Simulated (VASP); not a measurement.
Set up this calculation in VASP 6.6.1, as the native input.

```yaml
Task: relaxation of cell and atoms
Functional: r2SCAN
Potentials_or_basis: VASP PAW PBE potentials, release 64 (Ni)
Cutoff: 600 eV
k_mesh: 15 × 15 × 15
Occupations: fermi-dirac, width 0.1 eV
Spin: no spin polarisation
Dipole_correction: no
Further_INCAR_settings: ALGO = Normal; EDIFF = 1e-07; IBRION = 2; EDIFFG = -0.01; NSW = 80; ISIF = 3
```

Ni:

```
CELL_PARAMETERS angstrom
0.00000 1.76194 1.76194
1.76194 0.00000 1.76194
1.76194 1.76194 0.00000
ATOMIC_POSITIONS crystal
Ni 0.00000 0.00000 0.00000
```

One way to write it, as run:

POSCAR

```
Ni
1.0
    0.0000000000      1.7619400000      1.7619400000
    1.7619400000      0.0000000000      1.7619400000
    1.7619400000      1.7619400000      0.0000000000
Ni
1
Direct
    0.0000000000      0.0000000000      0.0000000000
```

INCAR.step1

```
SYSTEM = Ni
  ALGO = Normal
  EDIFF = 1E-4
  ENCUT = 600
  GGA = PE
  ISMEAR = -1
  LASPH = .TRUE.
  LCHARG = .FALSE.
  LREAL = .FALSE.
  LWAVE = .TRUE.
  NELM = 80
  PREC = Accurate
  SIGMA = 0.1
```

INCAR.step2

```
SYSTEM = Ni
  ALGO = Normal
  EDIFF = 1E-7
  EDIFFG = -0.01
  ENCUT = 600
  IBRION = 2
  ISIF = 3
  ISMEAR = -1
  ISTART = 1
  LASPH = .TRUE.
  LCHARG = .FALSE.
  LMIXTAU = .TRUE.
  LREAL = .FALSE.
  LWAVE = .FALSE.
  METAGGA = R2SCAN
  NELM = 80
  NSW = 80
  PREC = Accurate
  SIGMA = 0.1
```

KPOINTS

```
k-points
0
G
  15 15 15
  0 0 0
```

Potentials or basis: VASP PAW PBE potentials, release 64 (Ni).

Command:

```bash
$ cat potpaw_PBE.64/Ni/POTCAR > POTCAR
$ cp INCAR.step1 INCAR
$ mpirun -np 1 vasp_std > vasp.out
$ cp INCAR.step2 INCAR
$ mpirun -np 1 vasp_std > vasp.out
```

Results of the run:

```yaml
Relaxed_volume: 10.43 Å³/atom
Relaxed_cell: a = 2.453 Å, b = 2.453 Å, c = 2.453 Å, α = 60.00°, β = 60.00°, γ = 60.00°
Space_group_after_relaxing_to_0.1_Å: Fm-3m (No. 225)
Energy_gained_by_relaxing: 16.1 meV/atom
Ionic_steps: 3
Pressure_after_relaxing: -0.1 GPa
Band_gap_on_the_k_mesh: zero (bands 5 and 6 overlap by 1.10 eV)
```

Caveat: the PAW data sets were made with another functional, which shifts forces and pressure a little; the run has no spin polarisation, though such a crystal can be magnetic.

Run time: 99 s on 1 thread of AMD EPYC 9R45 96-Core Processor (Zen 5), with other jobs on the host, peak memory 0.11 GiB.
